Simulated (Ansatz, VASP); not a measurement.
## TiO2 in VASP and in Ansatz

Contents of INCAR:

```
PREC = Accurate
ENCUT = 520
EDIFF = 1E-6
ISMEAR = 0
SIGMA = 0.05
LREAL = F
LASPH = T
NELM = 80
ALGO = Normal
ISIF = 2
LWAVE = F
LCHARG = F
GGA = PE
NBANDS = 33
```

File KPOINTS:

```
Automatic mesh
0
Gamma
  10 10 10
```

POSCAR

```
TiO2
1.0
   -1.8996112692      1.8996112692      4.9939018570
    1.8996112692     -1.8996112692      4.9939018570
    1.8996112692      1.8996112692     -4.9939018570
Ti O
2 4
Direct
    0.0000000000      0.0000000000      0.0000000000
    0.7500000000      0.2500000000      0.5000000000
    0.2065067269      0.2065067269      0.0000000000
    0.9565067269      0.4565067269      0.5000000000
    0.5434932731      0.0434932731      0.5000000000
    0.7934932731      0.7934932731      0.0000000000
```

Input for Ansatz:

```yaml
crystal:
  lattice:
    - [-1.8996112692, 1.8996112692, 4.993901857]
    - [1.8996112692, -1.8996112692, 4.993901857]
    - [1.8996112692, 1.8996112692, -4.993901857]
  atoms:
    - { symbol: Ti, position: [0.0, 0.0, 0.0] }
    - { symbol: Ti, position: [0.75, 0.25, 0.5] }
    - { symbol: O, position: [0.2065067269, 0.2065067269, 0.0] }
    - { symbol: O, position: [0.9565067269, 0.4565067269, 0.5] }
    - { symbol: O, position: [0.5434932731, 0.0434932731, 0.5] }
    - { symbol: O, position: [0.7934932731, 0.7934932731, 0.0] }
basis:
  ecutwfc: 420
kpoints:
  mp_grid: { grid: [10, 10, 10] }
hamiltonian:
  xc: pbe
scf:
  occupations: { method: gaussian, width: 0.05 }
output:
  forces: true
  stress: true
  eigenvalues: true
```

Change from the starting cell: strain +0.000 along x and y, +0.030 along z, atoms carried along.

Alike in both runs: task single point; functional PBE; k mesh 10 × 10 × 10; occupations gaussian, width 0.05 eV; no spin polarisation.

|  | VASP | Ansatz |
| --- | --- | --- |
| version | VASP 6.6.1 | Ansatz 0.2.0 |
| potentials or method | VASP PAW PBE potentials, release 64 (Ti_sv, O), cutoff 520 eV | scalar-relativistic, plane waves, PAW |
| valence electrons in the cell | 48 | 48 |

```csv
,VASP,Ansatz,Ansatz less VASP
gap on the k mesh at the Fermi level (eV),2.06,2.09,+0.021
least direct gap on the mesh (eV),2.39,2.41,+0.019
pressure (GPa),-5.0,-5.6,-0.57
"traceless stress, the component that is largest in VASP (GPa)",-3.56,-3.47,+0.082
rms of the force components (eV/Å),0.186,0.190,+0.0035
```

Atom by atom the forces differ by 0.003 eV/Å (rms over components).
